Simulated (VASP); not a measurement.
Runs of VASP 6.6.1 on NaCl. The structure is that of space group F-43m (No. 216), or close to it. The cells are those of the table. 

| level | cell | smearing | gap on the mesh (eV) | pressure (GPa) |
| --- | --- | --- | --- | --- |
| PBE | a = 4.215 Å, angles 60.0°, 2 atoms | fermi-dirac 0.02 eV | 5.21 | 3.3 |
| PBE | a = 4.428, b = 4.428, c = 4.366 Å, angles 60.5, 60.5, 59.1°, 2 atoms | fermi-dirac 0.02 eV | (c) | 0.2 |
| r2SCAN | a = 4.428, b = 4.428, c = 4.366 Å, angles 60.5, 60.5, 59.1°, 2 atoms | gaussian 0.01 eV | 5.49 | -0.6 |
| r2SCAN | a = 4.215 Å, angles 60.0°, 2 atoms | gaussian 0.01 eV | (a) | (b) |

Alike in all rows: task single point; potentials or basis VASP PAW PBE potentials, release 64 (Na_pv, Cl); no spin polarisation; k mesh 8 × 8 × 8; cutoff (eV) 520.

**Question.** Estimate the missing entries.

**Answer.** (a) 5.83; (b) 2.4; (c) 4.86.

Caveats: the PAW data sets were made with another functional, which shifts forces and pressure a little (some runs).

A k mesh can miss the band edges.
